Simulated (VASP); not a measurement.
# BN (P6_3/mmc) in VASP: notebook, part 2 of 2

VASP 6.6.1. The steps go on from the part before.

**5. Single point, r2SCAN**

File POSCAR:

```
BN
1.0
    2.5008383104      0.0000000000      0.0000000000
   -1.2504191552      2.1657895075      0.0000000000
    0.0000000000      0.0000000000      6.8931205922
B N
2 2
Direct
    0.3333333333      0.6666666667      0.2500000000
    0.6666666667      0.3333333333      0.7500000000
    0.6666666667      0.3333333333      0.2500000000
    0.3333333333      0.6666666667      0.7500000000
```

File INCAR.step1:

```
PREC = Accurate
ENCUT = 660
ISMEAR = -1
SIGMA = 0.02
LREAL = False
LASPH = True
NELM = 120
NBANDS = 16
GGA = PE
ALGO = Normal
EDIFF = 1E-5
LWAVE = True
LCHARG = False
GGA_COMPAT = False
```

File INCAR.step2:

```
PREC = Accurate
ENCUT = 660
EDIFF = 1E-6
ISMEAR = -1
SIGMA = 0.02
LREAL = False
LASPH = True
NELM = 120
ALGO = Normal
ISIF = 2
LWAVE = False
LCHARG = True
METAGGA = R2SCAN
LMIXTAU = True
LELF = True
LVHAR = True
NBANDS = 16
ISTART = 1
GGA_COMPAT = False
```

File KPOINTS:

```
regular mesh
0
Gamma
  12 12 4
```

Potentials or basis: VASP PAW PBE potentials, release 64 (B, N).

Launch:

```sh
cat potpaw_PBE.64/B/POTCAR potpaw_PBE.64/N/POTCAR > POTCAR
cp INCAR.step1 INCAR
mpirun -np 1 vasp_std > vasp.out
cp INCAR.step2 INCAR
mpirun -np 1 vasp_std > vasp.out
```

OUTCAR:

```text
PREC = Accurate
   ENCUT = 660
   EDIFF = 1E-6
   ISMEAR = -1
   LREAL = False
   LASPH = True
   NELM = 120
   ISIF = 2
   METAGGA = R2SCAN
   ISTART = 1

 ion  position               nearest neighbor table
   1  0.333  0.667  0.250-   3 1.44   3 1.44   3 1.44
   2  0.667  0.333  0.750-   4 1.44   4 1.44   4 1.44
   3  0.667  0.333  0.250-   1 1.44   1 1.44   1 1.44
   4  0.333  0.667  0.750-   2 1.44   2 1.44   2 1.44

  LATTYP: Found a hexagonal cell.
 ALAT       =     2.5008383104
 C/A-ratio  =     2.7563239749

  Lattice vectors:

 A1 = (   2.5008383104,   0.0000000000,   0.0000000000)
 A2 = (  -1.2504191552,   2.1657895075,   0.0000000000)
 A3 = (   0.0000000000,   0.0000000000,   6.8931205922)

Analysis of symmetry for initial positions (statically):
=====================================================================
 Subroutine PRICEL returns:
 Original cell was already a primitive cell.

 Routine SETGRP: Setting up the symmetry group for a
 hexagonal supercell.

 Subroutine GETGRP returns: Found 24 space group operations
 (whereof 12 operations were pure point group operations)
 out of a pool of 24 trial point group operations.

The static configuration has the point symmetry D_3d.
 The point group associated with its full space group is D_6h.

Analysis of symmetry for dynamics (positions and initial velocities):
=====================================================================
 Subroutine PRICEL returns:
 Original cell was already a primitive cell.

 Routine SETGRP: Setting up the symmetry group for a
 hexagonal supercell.

 Subroutine GETGRP returns: Found 24 space group operations
 (whereof 12 operations were pure point group operations)
 out of a pool of 24 trial point group operations.

The dynamic configuration has the point symmetry D_3d.
 The point group associated with its full space group is D_6h.

 Subroutine INISYM returns: Found 24 space group operations
[... 121 lines left out ...]
     AMIX_MAG =   1.60;   BMIX_MAG =  1.00
  volume/ion in A,a.u.               =       9.33        62.99
  Fermi-wavevector in a.u.,A,eV,Ry     =   1.234266  2.332425 20.727300  1.523414
  Thomas-Fermi vector in A             =   2.368963
   LORBIT       =      0    0 simple, 1 ext, 2 COOP (PROOUT), +10 PAW based schemes
   METAGGA = R2SCAN    functional components
   LHFCALC =     F    Hartree Fock is set to
   AEXX    =    0.0000 exact exchange contribution
   IVDW    =     0    specifies the selected vdW correction
   LEPSILON=     F    determine dielectric tensor
   LRPA    =     F    only Hartree local field effects (RPA)
 non-spin polarized calculation
  energy-cutoff  :      660.00
  volume of cell :       37.34
 maximum number of plane-waves:      1453
 NGX is ok and might be reduce to    24
   NGX = 11   NGY = 11   NGZ = 29

 number of electron      16.0000000 magnetization

 Free energy of the ion-electron system (eV)
  ---------------------------------------------------
  ext. energy  EPLUGINS =         0.00000000
  ---------------------------------------------------
  free energy    TOTEN  =       -38.60099779 eV

  energy without entropy =      -38.60099779  energy(sigma->0) =      -38.60099779

 E-fermi :   2.2406     XC(G=0): -10.4940

 val. band max:        1.7320554828   @ k =   0.3333   0.3333   0.5000
 cond. band min:       6.6620303812   @ k =   0.5000   0.0000   0.0000
 fundamental gap:      4.9299748984
 Fermi energy:         2.2406447263

 k-point     1 :       0.0000    0.0000    0.0000
  band No.  band energies     occupation
      1     -17.0516      2.00000
      2     -16.8349      2.00000
      3      -4.5086      2.00000
      4      -2.6874      2.00000
      5       0.3820      2.00000
      6       0.3820      2.00000
[... 433 lines left out ...]
      3      -5.4473      2.00000
      4      -5.4064      2.00000
      5      -1.9707      2.00000
      6      -1.9390      2.00000
[... 8 lines left out ...]
     15      19.3810      0.00000
     16      21.4520      0.00000

 [... further k-points ...]

------------------------ aborting loop because EDIFF is reached ----------------------------------------

  FORCE on cell =-STRESS in cart. coord.  units (eV):
  Direction    XX          YY          ZZ          XY          YZ          ZX
  --------------------------------------------------------------------------------------
  -------------------------------------------------------------------------------------
  Total        0.1699005      0.1699005     -0.0444745      0.0000000     -0.0000000      0.0000000
  in kB        7.2910062      7.2910062     -1.9085512      0.0000000     -0.0000000      0.0000000
  external PRESSURE =       4.2244871 kB  Pullay stress =       0.0000000 kB

 VOLUME and BASIS-vectors are now :
 -----------------------------------------------------------------------------
  energy-cutoff  :      660.00
  volume of cell :       37.34
      direct lattice vectors                 reciprocal lattice vectors
     2.500838310  0.000000000  0.000000000     0.399865915  0.230862694  0.000000000
    -1.250419155  2.165789507  0.000000000     0.000000000  0.461725388  0.000000000
     0.000000000  0.000000000  6.893120592     0.000000000  0.000000000  0.145072175

 POSITION                                       TOTAL-FORCE (eV/Angst)
 -----------------------------------------------------------------------------------
     -0.00000      1.44386      1.72328        -0.000000      0.000000      0.000000
      1.25042      0.72193      5.16984         0.000000     -0.000000      0.000000
      1.25042      0.72193      1.72328         0.000000      0.000000      0.000000
     -0.00000      1.44386      5.16984         0.000000      0.000000      0.000000
 -----------------------------------------------------------------------------------
    total drift:                               -0.000000      0.000000      0.000000

  FREE ENERGIE OF THE ION-ELECTRON SYSTEM (eV)
  ---------------------------------------------------
  free  energy   TOTEN  =       -38.6009977905 eV

  energy  without entropy=      -38.6009977905  energy(sigma->0) =      -38.60099779
```

OUTCAR.step1:

```text
PREC = Accurate
   ENCUT = 660
   ISMEAR = -1
   LREAL = False
   LASPH = True
   NELM = 120
[... 686 lines left out ...]
      1.25042      0.72193      5.16984         0.000000     -0.000000      0.000000
      1.25042      0.72193      1.72328        -0.000000      0.000000     -0.000000
     -0.00000      1.44386      5.16984         0.000000     -0.000000      0.000000
 -----------------------------------------------------------------------------------
    total drift:                               -0.000000      0.000000      0.000000

  FREE ENERGIE OF THE ION-ELECTRON SYSTEM (eV)
  ---------------------------------------------------
  free  energy   TOTEN  =       -35.1835728223 eV

  energy  without entropy=      -35.1835728223  energy(sigma->0) =      -35.18357282
```

It took 4.4 min on 1 thread of Intel Xeon 8259CL, shared host; peak memory 0.21 GiB.

What came out:

* Free energy: -38.6010 eV
* Pressure: 0.4 GPa
* Band gap on the k mesh: 4.93 eV (least direct gap 5.37 eV)

Levels at points of the mesh, in eV from the valence-band top:
```csv
k point,band 6,band 7,band 8,band 9,band 10,band 11
"(0.00, 0.00, 0.00)",-1.35,-1.32,-1.32,5.38,10.57,12.34
"(0.50, 0.00, 0.00)",-4.24,-1.34,-0.52,4.93,6.18,10.21
"(0.00, 0.00, 0.50)",-1.34,-1.34,-1.34,7.67,7.67,12.39
"(0.50, 0.00, 0.50)",-4.27,-0.92,-0.92,5.36,5.36,10.64
```

Caveat: the PAW data sets were made with another functional, which shifts forces and pressure a little. A k mesh can miss the band edges.

**6. Summary**

| task | level | potentials or basis | cell | k mesh | cutoff (eV) | smearing | gap on the mesh (eV) | pressure (GPa) |
| --- | --- | --- | --- | --- | --- | --- | --- | --- |
| single point | LDA | VASP PAW LDA potentials, release 64 (B, N) | a = 2.501, b = 2.501, c = 6.893 Å, angles 90.0, 90.0, 120.0°, 4 atoms | 12 × 12 × 4 | 600 | gaussian 0.01 eV | 4.14 | -3.5 |
| single point | PBEsol | VASP PAW PBE potentials, release 64 (B, N) | a = 2.504, b = 2.504, c = 7.070 Å, angles 90.0, 90.0, 120.0°, 4 atoms | 12 × 12 × 4 | 600 | fermi-dirac 0.02 eV | 4.27 | 0.1 |
| relaxation of cell and atoms | PBE | VASP PAW PBE potentials, release 64 (B, N) | relaxed from a = 2.527, b = 2.527, c = 3.158 Å, angles 90.0, 90.0, 120.0°, 4 atoms | 12 × 12 × 8 | 600 | fermi-dirac 0.02 eV | 3.54 | 0.0 |
| single point | r2SCAN | VASP PAW PBE potentials, release 64 (B, N) | a = 2.501, b = 2.501, c = 6.893 Å, angles 90.0, 90.0, 120.0°, 4 atoms | 12 × 12 × 4 | 660 | fermi-dirac 0.02 eV | 4.93 | 0.4 |

Alike in all rows: no spin polarisation.

Caveats: the PAW data sets were made with another functional, which shifts forces and pressure a little (at least some runs); the cell stands under tension (at least some runs); this functional lacks dispersion, which binds the layers, so the pressure and a relaxed spacing across them are unreliable (at least some runs).

Total energies depend on the potentials used, so only differences within one code and one set of settings carry meaning.
